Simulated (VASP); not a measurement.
LiF: single point with PBE

LiF:

```xyz
2
Lattice="0.0000 1.9949 1.9949 1.9949 0.0000 1.9949 1.9949 1.9949 0.0000" Properties=species:S:1:pos:R:3 pbc="T T T"
Li    0.0000    0.0000    0.0000
F     1.9949    1.9949    1.9949
```

```
Program             : VASP 6.6.1
Task                : single point
Functional          : PBE
Potentials or basis : VASP PAW PBE potentials, release 64 (Li_sv, F)
Cutoff              : 520 eV
k mesh              : 6 × 6 × 6
Occupations         : gaussian, width 0.01 eV
Spin                : no spin polarisation
```

* Band gap on the k mesh: 9.35 eV, direct

Levels at points of the mesh, in eV from the valence-band top:
| k point | band 3 | band 4 | band 5 | band 6 | band 7 | band 8 |
| --- | --- | --- | --- | --- | --- | --- |
| (0.00, 0.00, 0.00) | 0.00 | 0.00 | 0.00 | 9.35 | 24.35 | 24.35 |
| (0.50, 0.00, 0.00) | -2.60 | -0.24 | -0.24 | 10.92 | 17.08 | 19.12 |
| (0.50, 0.50, 0.00) | -3.13 | -1.04 | -1.04 | 15.08 | 16.61 | 17.80 |

It used 6.4 s of CPU time on 1 thread of AMD EPYC 7R13 Processor (Zen 3) (shared host).

Caveat: the k points lie up to 0.45 Å⁻¹ apart. As with any semilocal functional, this PBE gap is likely too small.
